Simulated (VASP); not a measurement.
# Al (Cmce) in VASP: notebook, part 3 of 3

VASP 6.6.1.

### Step 4. Relaxation of cell and atoms, PBE

This run uses another cell than the first one, of 17.23 Å³/atom, 0.842 times its volume.

INCAR reads:

```
SYSTEM = Al
  PREC = Accurate
  ENCUT = 500
  EDIFF = 1E-7
  ISMEAR = 0
  SIGMA = 0.1
  LREAL = .FALSE.
  LASPH = .TRUE.
  NELM = 120
  ALGO = Normal
  ISIF = 3
  LWAVE = .FALSE.
  LCHARG = .FALSE.
  GGA = PE
  IBRION = 2
  NSW = 90
  EDIFFG = -0.04
  GGA_COMPAT = .FALSE.
  NELMIN = 4
```

KPOINTS reads:

```
Automatic mesh
0
G
  6 6 4
  0 0 0
```

POSCAR reads:

```
Al
1.0
    1.6009902679     -5.0786700341      0.0000000000
    1.6009902679      5.0786700341      0.0000000000
    0.0000000000      0.0000000000      4.2370618570
Al
4
Direct
    0.0980000000      0.9020000000      0.9100000000
    0.5980000000      0.4020000000      0.5900000000
    0.9020000000      0.0980000000      0.0900000000
    0.4020000000      0.5980000000      0.4100000000
```

Potentials or basis: VASP PAW PBE potentials, release 64 (Al).

Launch:

```console
cat potpaw_PBE.64/Al/POTCAR > POTCAR
mpirun -np 1 vasp_std > vasp.out
```

OUTCAR:

```text
SYSTEM = Al
   PREC = Accurate
   ENCUT = 500
   EDIFF = 1E-7
   ISMEAR = 0
   LREAL = .FALSE.
   LASPH = .TRUE.
   NELM = 120
   ISIF = 3
   GGA = PE
   IBRION = 2
   NSW = 90
   EDIFFG = -0.04
   NELMIN = 4

 ion  position               nearest neighbor table
   1  0.098  0.902  0.910-   2 2.10   2 2.10   3 2.13   2 3.30   2 3.30   4 3.32   4 3.32   4 3.32
                             4 3.32
   2  0.598  0.402  0.590-   1 2.10   1 2.10   4 2.13   1 3.30   1 3.30   3 3.32   3 3.32   3 3.32
                             3 3.32
   3  0.902  0.098  0.090-   4 2.10   4 2.10   1 2.13   4 3.30   4 3.30   2 3.32   2 3.32   2 3.32
                             2 3.32
   4  0.402  0.598  0.410-   3 2.10   3 2.10   2 2.13   3 3.30   3 3.30   1 3.32   1 3.32   1 3.32
                             1 3.32

  LATTYP: Found a base centered orthorhombic cell.
 ALAT       =     3.2019805358
 B/A-ratio  =     3.1722054381
 C/A-ratio  =     1.3232628399

  Lattice vectors:

 A1 = (   1.6009902679,  -5.0786700341,   0.0000000000)
 A2 = (   1.6009902679,   5.0786700341,   0.0000000000)
 A3 = (   0.0000000000,   0.0000000000,   4.2370618570)

Analysis of symmetry for initial positions (statically):
=====================================================================
 Subroutine PRICEL returns:
 Original cell was already a primitive cell.

 Routine SETGRP: Setting up the symmetry group for a
 base centered orthorhombic supercell.

 Subroutine GETGRP returns: Found  8 space group operations
 (whereof  4 operations were pure point group operations)
 out of a pool of  8 trial point group operations.

The static configuration has the point symmetry C_2h.
 The point group associated with its full space group is D_2h.

Analysis of symmetry for dynamics (positions and initial velocities):
=====================================================================
 Subroutine PRICEL returns:
 Original cell was already a primitive cell.

 Routine SETGRP: Setting up the symmetry group for a
 base centered orthorhombic supercell.

 Subroutine GETGRP returns: Found  8 space group operations
 (whereof  4 operations were pure point group operations)
 out of a pool of  8 trial point group operations.

The dynamic configuration has the point symmetry C_2h.
 The point group associated with its full space group is D_2h.

 Subroutine INISYM returns: Found  8 space group operations
 (whereof  4 operations are pure point group operations),
 and found     1 'primitive' translations

----------------------------------------------------------------------------------------

                                     Primitive cell

  volume of cell :      68.9023

  direct lattice vectors                    reciprocal lattice vectors
     1.600990268 -5.078670034  0.000000000     0.312306708 -0.098450972  0.000000000
     1.600990268  5.078670034  0.000000000     0.312306708  0.098450972  0.000000000
     0.000000000  0.000000000  4.237061857     0.000000000  0.000000000  0.236012603

  length of vectors
     5.325040765  5.325040765  4.237061857     0.327456980  0.327456980  0.236012603

  position of ions in fractional coordinates (direct lattice)
     0.098000000  0.902000000  0.910000000
     0.598000000  0.402000000  0.590000000
     0.902000000  0.098000000  0.090000000
     0.402000000  0.598000000  0.410000000

  ion indices of the primitive-cell ions
   primitive index   ion index
                 1           1
                 2           2
                 3           3
                 4           4

----------------------------------------------------------------------------------------

 KPOINTS: Automatic mesh

Automatic generation of k-mesh.
[... 74 lines left out ...]
   POTIM  = 0.5000    time-step for ionic-motion
   TEBEG  =    0.0;   TEEND  =   0.0 temperature during run
   PSTRESS=    0.0 pullay stress
   NELECT =      12.0000    total number of electrons
   NUPDOWN=      -1.0000    fix difference up-down
   EMIN   =  10.00;   EMAX   =-10.00  energy-range for DOS
   EFERMI =   0.00;   METHOD = LEGACY
   ISMEAR =     0;   SIGMA  =   0.10  broadening in eV -4-tet -1-fermi 0-gaus
   EFERMI_NEDOS =   21; number of points for ismear=-14 and -15
   IALGO  =     38    algorithm
   IMIX   =      4    mixing-type and parameters
     AMIX     =   0.40;   BMIX     =  1.00
     AMIX_MAG =   1.60;   BMIX_MAG =  1.00
  volume/ion in A,a.u.               =      17.23       116.24
  Fermi-wavevector in a.u.,A,eV,Ry     =   0.914234  1.727652 11.372076  0.835824
  Thomas-Fermi vector in A             =   2.038837
   LORBIT       =      0    0 simple, 1 ext, 2 COOP (PROOUT), +10 PAW based schemes
   GGA     = PE    functional components
   LHFCALC =     F    Hartree Fock is set to
   AEXX    =    0.0000 exact exchange contribution
   IVDW    =     0    specifies the selected vdW correction
   LEPSILON=     F    determine dielectric tensor
   LRPA    =     F    only Hartree local field effects (RPA)
 conjugate gradient relaxation of ions
 non-spin polarized calculation
 Gauss-broadening in eV      SIGMA  =   0.10
  energy-cutoff  :      500.00
  volume of cell :       68.90
 maximum number of plane-waves:      1767
   NGX = 19   NGY = 19   NGZ = 15

--------------------------------------- Ionic step        1  -------------------------------------------

 number of electron      12.0000000 magnetization

 Free energy of the ion-electron system (eV)
  ---------------------------------------------------
  ext. energy  EPLUGINS =         0.00000000
  ---------------------------------------------------
  free energy    TOTEN  =        -6.42819901 eV

  energy without entropy =       -6.42206547  energy(sigma->0) =       -6.42513224

------------------------ aborting loop because EDIFF is reached ----------------------------------------

  FORCE on cell =-STRESS in cart. coord.  units (eV):
  Direction    XX          YY          ZZ          XY          YZ          ZX
  --------------------------------------------------------------------------------------
  -------------------------------------------------------------------------------------
  Total       24.4383832     16.4824211     19.5987909      0.0000000     -0.0000000      0.0000000
  in kB      568.2632397    383.2640615    455.7286935      0.0000000     -0.0000000      0.0000000
  external PRESSURE =     469.0853316 kB  Pullay stress =       0.0000000 kB
[... 95 lines left out ...]
  FREE ENERGIE OF THE ION-ELECTRON SYSTEM (eV)
  ---------------------------------------------------
  free  energy   TOTEN  =       -12.3851713976 eV

  energy  without entropy=      -12.3743704399  energy(sigma->0) =      -12.37977092

 E-fermi :   4.0950     XC(G=0):  -8.6808

 val. band max:        4.0883766217   @ k =  -0.3333   0.3333   0.0000
 cond. band min:       4.1042454952   @ k =   0.0000   0.0000   0.2500
 fundamental gap:      0.0158688735
 Fermi energy:         4.0950339123

 k-point     1 :       0.0000    0.0000    0.0000
  band No.  band energies     occupation
      1      -4.5725      2.00000
      2      -0.8263      2.00000
      3       0.9114      2.00000
      4       1.5780      2.00000
      5       2.3379      2.00000
      6       5.2644      0.00000
      7       5.7114      0.00000
      8       5.8860      0.00000
      9       6.3046      0.00000
     10       6.5886      0.00000
[... 287 lines left out ...]
 k-point    24 :       0.5000    0.3333    0.2500
  band No.  band energies     occupation
      1      -3.3209      2.00000
      2      -2.1178      2.00000
      3      -0.0038      2.00000
      4       1.2848      2.00000
      5       3.1301      2.00000
      6       5.0456      0.00000
      7       5.5950      0.00000
      8       5.9722      0.00000
      9       6.8115      0.00000
     10       7.4737      0.00000

 [... further k-points ...]

[... ionic steps 4 to 16 ...]

--------------------------------------- Ionic step       17  -------------------------------------------

 number of electron      12.0000000 magnetization

------------------------ aborting loop because EDIFF is reached ----------------------------------------
[... 71 lines left out ...]
--------------------------------------- Ionic step       19  -------------------------------------------

 number of electron      12.0000000 magnetization

 Free energy of the ion-electron system (eV)
  ---------------------------------------------------
  ext. energy  EPLUGINS =         0.00000000
  ---------------------------------------------------
  free energy    TOTEN  =       -14.50348546 eV

  energy without entropy =      -14.49416378  energy(sigma->0) =      -14.49882462

 E-fermi :   6.9246     XC(G=0):  -9.8682

 val. band max:        6.8981230645   @ k =  -0.3333   0.1667   0.5000
 cond. band min:       6.9590115264   @ k =  -0.1667   0.1667   0.2500
 fundamental gap:      0.0608884619
 Fermi energy:         6.9246355323

 k-point     1 :       0.0000    0.0000    0.0000
  band No.  band energies     occupation
      1      -3.5038      2.00000
      2       1.7365      2.00000
      3       2.0938      2.00000
      4       2.4580      2.00000
      5       2.5072      2.00000
      6       6.8451      1.73920
      7       7.0584      0.05857
      8       8.0604      0.00000
      9       9.2096      0.00000
     10      14.7343      0.00000
[... 330 lines left out ...]
  FREE ENERGIE OF THE ION-ELECTRON SYSTEM (eV)
  ---------------------------------------------------
  free  energy   TOTEN  =       -14.5034854578 eV

  energy  without entropy=      -14.4941637836  energy(sigma->0) =      -14.49882462

 reached required accuracy - stopping structural energy minimisation
```

Wall time 4.3 min (1 thread of Intel Xeon Platinum 8488C (Sapphire Rapids), shared host); peak memory 0.22 GiB.

What came out:

```yaml
Free_energy: -14.5035 eV
Relaxed_volume: 17.93 Å³/atom
Relaxed_cell: a = 5.311 Å, b = 5.311 Å, c = 4.997 Å, α = 90.00°, β = 90.00°, γ = 149.41°
Space_group_after_relaxing_to_0.05_Å: Fmmm (No. 69)
Energy_gained_by_relaxing: 2018.8 meV/atom
Ionic_steps: 19
Pressure_after_relaxing: 0.0 GPa
Largest_force_after_relaxing: 0.018 eV/Å
Band_gap_on_the_k_mesh: zero (band 6 reaches 9.27 eV, above the bottom of band 7 at 5.54 eV)
```

Forces in eV/Å, atoms in the order of the input:
```
Al   0.000 -0.015 -0.011
Al   0.000 -0.015  0.011
Al   0.000  0.015  0.011
Al   0.000  0.015 -0.011
```

The path:
| step | energy change (eV) | largest force (eV/Å) | pressure (GPa) | volume (Å³) |
| --- | --- | --- | --- | --- |
| 1 | 0.0000 | 7.6576 | 46.91 | 68.90 |
| 2 | -4.6503 | 0.1407 | -8.73 | 132.22 |
| 3 | -5.9570 | 1.0868 | -5.09 | 100.77 |
| 4 | -5.9657 | 1.1695 | -4.61 | 99.55 |
| 5 | -5.9664 | 1.3050 | -3.81 | 97.74 |
| 6 | -6.4618 | 1.2774 | -3.99 | 91.76 |
| 7 | -7.3414 | 1.1423 | 1.41 | 75.03 |
| 8 | -7.6658 | 0.2789 | 1.21 | 73.10 |
| 9 | -7.7216 | 0.6489 | 2.26 | 71.29 |
| 10 | -7.7320 | 0.4487 | 1.72 | 71.84 |
| 11 | -7.8514 | 0.4287 | 0.06 | 72.94 |
| 12 | -7.9305 | 0.3370 | -1.36 | 74.14 |
| 13 | -7.9913 | 0.0968 | -3.64 | 76.19 |
| 14 | -7.9940 | 0.1829 | -2.96 | 75.48 |
| 15 | -8.0642 | 0.0731 | -0.42 | 72.18 |
| 16 | -8.0644 | 0.0734 | -0.30 | 72.06 |
| 17 | -8.0720 | 0.0480 | -0.02 | 71.76 |
| 18 | -8.0737 | 0.0337 | 0.20 | 71.51 |
| 19 | -8.0753 | 0.0185 | 0.05 | 71.73 |

Final structure:
```
CELL_PARAMETERS angstrom
1.40089 -5.12276 0.00000
1.40089 5.12276 0.00000
0.00000 0.00000 4.99728
ATOMIC_POSITIONS crystal
Al 0.13250 0.86750 0.00041
Al 0.63250 0.36750 0.49959
Al 0.86750 0.13250 0.99959
Al 0.36750 0.63250 0.50041
```

Levels at points of the mesh, in eV from the Fermi level:
| k point | band 3 | band 4 | band 5 | band 6 | band 7 | band 8 | band 9 | band 10 |
| --- | --- | --- | --- | --- | --- | --- | --- | --- |
| (0.00, 0.00, 0.00) | -4.83 | -4.47 | -4.42 | -0.08 | 0.13 | 1.14 | 2.28 | 7.81 |
| (0.50, 0.00, 0.00) | -2.71 | -2.71 | -0.12 | -0.12 | 0.32 | 0.32 | 2.80 | 2.80 |
| (0.50, 0.50, 0.00) | -3.84 | -3.46 | -2.98 | -2.71 | 1.60 | 1.92 | 6.03 | 7.01 |
| (0.00, 0.00, 0.50) | -3.74 | -3.74 | -3.10 | -3.10 | 2.32 | 2.32 | 7.12 | 7.12 |
| (0.50, 0.00, 0.50) | -4.01 | -4.01 | -1.73 | -1.73 | -0.69 | -0.69 | 3.50 | 3.50 |
| (0.50, 0.50, 0.50) | -7.12 | -7.12 | 2.35 | 2.35 | 2.73 | 2.73 | 4.12 | 4.12 |

Caveat: the k points lie up to 0.39 Å⁻¹ apart in the final cell.

### Step 5. Single point, PBE

This run uses another cell than the first one, of 20.51 Å³/atom, 1.003 times its volume.

INCAR reads:

```
ALGO     = Normal         # electronic algorithm
EDIFF    = 1E-6           # SCF threshold, eV
ENCUT    = 500            # plane-wave cutoff, eV
GGA      = PE             # functional
GGA_COMPAT= False        
ISIF     = 2              # what is computed and relaxed
ISMEAR   = 0              # smearing method
LASPH    = True           # aspherical terms in the spheres
LCHARG   = True           # write CHGCAR
LELF     = True           # ELF
LREAL    = False          # projectors in reciprocal space
LVHAR    = True         
LWAVE    = False          # write WAVECAR
NBANDS   = 14             # bands
NELM     = 120            # most SCF steps
PREC     = Accurate       # precision mode
SIGMA    = 0.1            # smearing width, eV
```

KPOINTS reads:

```
k-points
0
Gamma
  12 12 10
```

POSCAR reads:

```
Al
1.0
    2.2207945769     -4.0347357605      0.0000000000
    2.2207945769      4.0347357605      0.0000000000
    0.0000000000      0.0000000000      4.5771182047
Al
4
Direct
    0.1556417419      0.8443582581      0.0680651108
    0.6556417419      0.3443582581      0.4319348892
    0.8443582581      0.1556417419      0.9319348892
    0.3443582581      0.6556417419      0.5680651108
```

Launch:

```console
cat potpaw_PBE.64/Al/POTCAR > POTCAR
mpirun -np 1 vasp_std > vasp.out
```

Run time: 2.3 min. Hardware: 1 thread of Intel Xeon Platinum 8488C (Sapphire Rapids), shared host; peak memory 0.33 GiB.

The run converged. Its results:

| Quantity | Value |
| --- | --- |
| Free energy | -14.2601 eV |
| Pressure | 0.0 GPa |
| Largest force | 0.007 eV/Å |
| Band gap on the k mesh | zero (band 6 reaches 5.97 eV, above the bottom of band 7 at 5.11 eV) |

Forces on the atoms (eV/Å):
```
Al   0.000 -0.005  0.004
Al   0.000 -0.005 -0.004
Al   0.000  0.005 -0.004
Al   0.000  0.005  0.004
```

Levels at points of the mesh, in eV from the Fermi level:
```csv
k point,band 3,band 4,band 5,band 6,band 7,band 8,band 9,band 10
"(0.00, 0.00, 0.00)",-3.05,-1.77,-1.31,-0.56,0.07,0.62,0.72,4.50
"(0.50, 0.00, 0.00)",-2.90,-2.90,-1.25,-1.25,0.30,0.30,3.75,3.75
"(0.50, 0.50, 0.00)",-2.85,-2.55,-1.88,-1.36,0.48,0.61,3.28,3.48
"(0.00, 0.00, 0.50)",-0.26,-0.26,-0.26,-0.26,0.90,0.90,1.57,1.57
"(0.50, 0.00, 0.50)",-5.49,-5.49,-1.63,-1.63,0.08,0.08,6.42,6.42
"(0.50, 0.50, 0.50)",-4.66,-4.66,-1.24,-1.24,-0.29,-0.29,6.35,6.35
```

### Step 6. Summary

| task | cell | k mesh | gap on the mesh (eV) | pressure (GPa) | largest force (eV/Å) |
| --- | --- | --- | --- | --- | --- |
| single point | a = 4.614, b = 4.614, c = 4.538 Å, angles 90.0, 90.0, 122.1°, 4 atoms | 6 × 6 × 4 | none | 0.2 | 0.01 |
| single point | a = 5.325, b = 5.325, c = 4.237 Å, angles 90.0, 90.0, 145.0°, 4 atoms | 6 × 6 × 4 | none | 46.9 | 7.66 |
| relaxation of cell and atoms | relaxed from a = 5.325, b = 5.325, c = 4.237 Å, angles 90.0, 90.0, 145.0°, 4 atoms | 6 × 6 × 4 | none | 0.0 | 0.02 |
| single point | a = 4.606, b = 4.606, c = 4.577 Å, angles 90.0, 90.0, 122.3°, 4 atoms | 12 × 12 × 10 | none | 0.0 | 0.01 |

Alike in all rows: level PBE; potentials or basis VASP PAW PBE potentials, release 64 (Al); no spin polarisation; cutoff (eV) 500; smearing gaussian 0.1 eV.

Caveats: some runs use coarse meshes; forces of over 1 eV/Å act on the atoms, so gaps and moduli don't describe the material at rest (some runs).

Absolute energies hang on the potentials; compare differences alone.
